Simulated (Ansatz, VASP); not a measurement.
NaI in VASP and in Ansatz

The input POSCAR:

```
NaI
1.0
    0.0000000000      3.2364000000      3.1878540000
    3.2364000000      0.0000000000      3.1878540000
    3.2364000000      3.2364000000      0.0000000000
Na I
1 1
Direct
    0.0000000000      0.0000000000      0.0000000000
    0.5000000000      0.5000000000      0.5000000000
```

INCAR.step1

```
ALGO = Normal ; EDIFF = 1E-4
ENCUT = 520 ; GGA = PE
ISMEAR = 0 ; LASPH = T
LCHARG = F ; LREAL = F
LWAVE = T ; NBANDS = 14
NELM = 60 ; PREC = Accurate
SIGMA = 0.05
```

INCAR.step2

```
ALGO = Normal ; EDIFF = 1E-7
ENCUT = 520 ; ISIF = 2
ISMEAR = 0 ; ISTART = 1
LASPH = T ; LCHARG = F
LMIXTAU = T ; LREAL = F
LWAVE = F ; METAGGA = R2SCAN
NBANDS = 14 ; NELM = 60
PREC = Accurate ; SIGMA = 0.05
```

KPOINTS

```
k-points
0
Gamma
  6 6 6
```

Input for Ansatz:

```yaml
crystal:
  lattice:
    - [0.0, 3.2364, 3.187854]
    - [3.2364, 0.0, 3.187854]
    - [3.2364, 3.2364, 0.0]
  atoms:
    - { symbol: Na, position: [0.0, 0.0, 0.0] }
    - { symbol: I, position: [0.5, 0.5, 0.5] }
basis:
  ecutwfc: 500
kpoints:
  mp_grid: { grid: [6, 6, 6] }
hamiltonian:
  xc: r2scan
scf:
  occupations: { method: gaussian, width: 0.05 }
output:
  forces: true
  stress: true
  eigenvalues: true
  write_density: true
  write_potential: true
  elf: true
  volumetric_format: npy
```

Change from the starting cell: strain +0.000 along x and y, -0.015 along z, atoms carried along.

Alike in both runs: task single point; functional r2SCAN; k mesh 6 × 6 × 6; occupations gaussian, width 0.05 eV; no spin polarisation.

```csv
,VASP,Ansatz
version,VASP 6.6.1,Ansatz 0.2.0
potentials or method,"VASP PAW PBE potentials, release 64 (Na_pv, I), cutoff 520 eV","scalar-relativistic, plane waves, PAW"
valence electrons in the cell,14,26
```

```csv
,VASP,Ansatz,Ansatz less VASP
gap on the k mesh at the Fermi level (eV),4.48,4.47,-0.009
least direct gap on the mesh (eV),4.48,4.47,-0.009
pressure (GPa),0.1,0.2,+0.10
"traceless stress, the component that is largest in VASP (GPa)",0.29,0.30,+0.015
```

VASP's potentials were made for PBE, not for r2SCAN. VASP's potentials hold 14 valence electrons a cell and Ansatz's 26, so a difference there can come from the potentials and not from the codes.

Neither program's run includes spin-orbit coupling.
